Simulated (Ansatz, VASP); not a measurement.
# Ni3O4 in VASP and in Ansatz

```
Ni O
1.0
     2.83651   -3.80611    0.00000
     2.83651    3.80611    0.00000
     0.00000    0.00000    2.88997
Ni O
3 4
Direct
  0.50000 0.00000 0.50000
  0.00000 0.50000 0.50000
  0.00000 0.00000 0.00000
  0.78789 0.78789 0.50000
  0.21211 0.21211 0.50000
  0.23716 0.76284 0.00000
  0.76284 0.23716 0.00000
```

Change from the starting cell: strain -0.030 along x and y, +0.015 along z, atoms carried along.

Alike in both runs: task single point; functional PBEsol; k mesh 8 × 8 × 14; occupations gaussian, width 0.15 eV; no spin polarisation.

```csv
,VASP,Ansatz
version,VASP 6.6.1,Ansatz 0.2.0
potentials or method,"VASP PAW PBE potentials, release 64 (Ni, O), cutoff 520 eV","scalar-relativistic, plane waves, PAW"
valence electrons in the cell,54,78
```

```csv
,VASP,Ansatz,Ansatz less VASP
gap on the k mesh at the Fermi level (eV),none,none,-
pressure (GPa),11.9,11.5,-0.43
"traceless stress, the component that is largest in VASP (GPa)",5.67,5.30,-0.365
rms of the force components (eV/Å),0.294,0.270,-0.0233
```

VASP's potentials were made for PBE, not for PBEsol. Atom by atom the forces differ by 0.023 eV/Å (rms over components). A gap of «none» marks a metal or a gap that the smearing closes. VASP's potentials hold 54 valence electrons a cell and Ansatz's 78, so a difference there can come from the potentials and not from the codes.
